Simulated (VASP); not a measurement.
A run of VASP 6.6.1 is set up as follows.

POSCAR

```
CoO
1.0
    1.5349960513      0.8862303835      2.4877807593
   -1.5349960513      0.8862303835      2.4877807593
    0.0000000000     -1.7724607669      2.4877807593
Co O
1 1
Direct
    0.0000000000      0.0000000000      0.0000000000
    0.5000000000      0.5000000000      0.5000000000
```

INCAR.step1

```
SYSTEM = CoO
PREC = Accurate
ENCUT = 520
ISMEAR = -1
SIGMA = 0.05
LREAL = .FALSE.
LASPH = .TRUE.
NELM = 150
ISPIN = 2
MAGMOM = 2 0
LMAXMIX = 4
NBANDS = 18
GGA = PE
ALGO = Normal
EDIFF = 1E-4
LWAVE = .TRUE.
LCHARG = .FALSE.
```

Contents of INCAR.step2:

```
SYSTEM = CoO
PREC = Accurate
ENCUT = 520
EDIFF = 1E-7
ISMEAR = -1
SIGMA = 0.05
LREAL = .FALSE.
LASPH = .TRUE.
NELM = 150
ALGO = Normal
ISIF = 2
LWAVE = .FALSE.
LCHARG = .FALSE.
ISPIN = 2
MAGMOM = 2 0
LORBIT = 11
LMAXMIX = 4
METAGGA = R2SCAN
LMIXTAU = .TRUE.
NBANDS = 18
ISTART = 1
```

Contents of KPOINTS:

```
Automatic mesh
0
G
  11 11 11
  0 0 0
```

Potentials or basis: VASP PAW PBE potentials, release 64 (Co, O).

Run with:

```console
$ cat potpaw_PBE.64/Co/POTCAR potpaw_PBE.64/O/POTCAR > POTCAR
$ cp INCAR.step1 INCAR
$ mpirun -np 1 vasp_std > vasp.out
$ cp INCAR.step2 INCAR
$ mpirun -np 1 vasp_std > vasp.out
```

Question: What does it give for the site moments?

Answer: Co +2.69; O +0.28 μB.

Question: Estimate the net moment.

Answer: 3.00 μB per cell.

Question: What does it give for the pressure?

Answer: -13.7 GPa.

Question: What does it give for the band gap on the k mesh?

Answer: Zero (filled and empty bands overlap).

Stress tensor (GPa, compression positive):
```
-13.35   0.00   0.00
  0.00 -13.35   0.00
  0.00   0.00 -14.55
```

Caveat: the cell stands under tension; the PAW data sets were made with another functional, which shifts forces and pressure a little; a cell with one magnetic atom can't hold antiferromagnetic order, which such compounds often take; semilocal functionals often make such compounds metallic where correlation or magnetic order opens a gap, which also shifts bond lengths. With open d or f shells a metallic result of r2SCAN can be an artefact of self-interaction; +U or a hybrid may open a gap.
